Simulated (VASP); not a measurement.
TaN, 2 atoms in the cell. It takes space group P-6m2 (No. 187, hexagonal). The conventional cell has a = 2.787 Å, b = 2.787 Å, c = 2.906 Å, α = 90.00°, β = 90.00°, γ = 120.00°. Ta (site symmetry -6m2) has 6 N at 2.17 Å and 8 Ta at 2.79 to 2.91 Å within 3.0 Å. Within 3.0 Å of N (site symmetry -6m2) lie 6 Ta at 2.17 Å and 8 N at 2.79 to 2.91 Å. 

| Quantity | Value |
| --- | --- |
| Program | VASP 6.6.1 |
| Task | single point |
| Functional | PBEsol |
| Potentials or basis | VASP PAW PBE potentials, release 64 (Ta_pv, N) |
| Cutoff | 520 eV |
| k mesh | 21 × 21 × 18 |
| Occupations | gaussian, width 0.15 eV |
| Spin | no spin polarisation |
| Dipole correction | no |
| Further INCAR settings | ALGO = Normal; EDIFF = 1e-06; NBANDS = 15 |

Potentials or basis: VASP PAW PBE potentials, release 64 (Ta_pv, N).

Run with:

```sh
$ cat potpaw_PBE.64/Ta_pv/POTCAR potpaw_PBE.64/N/POTCAR > POTCAR
$ mpirun -np 1 vasp_std > vasp.out
```

Hardware: 1 thread of Intel Xeon 8259CL, on a shared host.

Q: How long does it take, and how much memory?

A: It took 2.1 min on 1 thread of Intel Xeon 8259CL (shared host), peak memory 0.26 GiB. Counts: scf iterations 12, k points 480.
